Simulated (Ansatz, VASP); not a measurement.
This is a calculation of PtSe for VASP 6.6.1.

The input INCAR:

```
SYSTEM = PtSe
PREC = Accurate ; ENCUT = 600
EDIFF = 1E-6 ; ISMEAR = -1
SIGMA = 0.05 ; LREAL = .FALSE.
LASPH = .TRUE. ; NELM = 60
ALGO = Normal ; ISIF = 3
LWAVE = .FALSE. ; LCHARG = .FALSE.
GGA = PE ; IBRION = 2
NSW = 60 ; EDIFFG = -0.01
```

File KPOINTS:

```
regular mesh
0
G
  8 8 7
  0 0 0
```

File POSCAR:

```
PtSe
1.0
    3.7018703300      0.0000000000      0.0000000000
   -1.8509351600      3.2059137500      0.0000000000
    0.0000000000      0.0000000000      3.6128420300
Pt Se
1 1
Direct
    0.0000000000      0.0000000000      0.0000000000
    0.6666666667      0.3333333333      0.5000000000
```

Potentials or basis: VASP PAW PBE potentials, release 64 (Pt, Se).

Command:

```console
$ cat potpaw_PBE.64/Pt/POTCAR potpaw_PBE.64/Se/POTCAR > POTCAR
$ mpirun -np 1 vasp_std > vasp.out
```

Task: Set up the same calculation for Ansatz 0.2.0. Potentials there: Ansatz PAW.

Result: As run (the cutoff follows the program's own potentials):

The input input.yaml:

```yaml
crystal:
  lattice:
    - [3.70187033, 0.0, 0.0]
    - [-1.85093516, 3.20591375, 0.0]
    - [0.0, 0.0, 3.61284203]
  atoms:
    - { symbol: Pt, position: [0.0, 0.0, 0.0] }
    - { symbol: Se, position: [0.6666666667, 0.3333333333, 0.5] }
hamiltonian:
  xc: pbe
  pseudopotentials: { kind: paw }
kpoints:
  mp_grid: { grid: [8, 8, 7] }
scf:
  occupations: { method: fermi_dirac, width: 0.05 }
output:
  forces: true
  stress: true
  eigenvalues: true
relax:
  f_tol: 0.01
  max_steps: 40
  cell: { stress_tol: 0.05 }
```

Potentials or basis: Ansatz PAW.

Run with:

```console
$ ansatz run input.yaml --threads 2 --pin off --max-ram 5632MiB --backend cpu --events-out ev --progress --plain --runs-dir out
```

Both were run:

|  | VASP | Ansatz | Ansatz less VASP |
| --- | --- | --- | --- |
| gap on the k mesh at the Fermi level, each at its own relaxed structure (eV) | none | none | - |
| relaxed volume (Å³/atom) | 19.26 | 19.27 | +0.005 |
| relaxed cell length with the largest relative difference (Å) | 3.742 | 3.743 | +0.0006 |

A gap of «none» marks a metal or a gap that the smearing closes. VASP's potentials hold 16 valence electrons a cell and Ansatz's 34, so a difference there can come from the potentials and not from the codes.

Spin-orbit coupling is off throughout. Noted on Ansatz's run: the plane-wave basis is chosen anew once the cell has moved, so the energies of steps on either side of that aren't comparable.
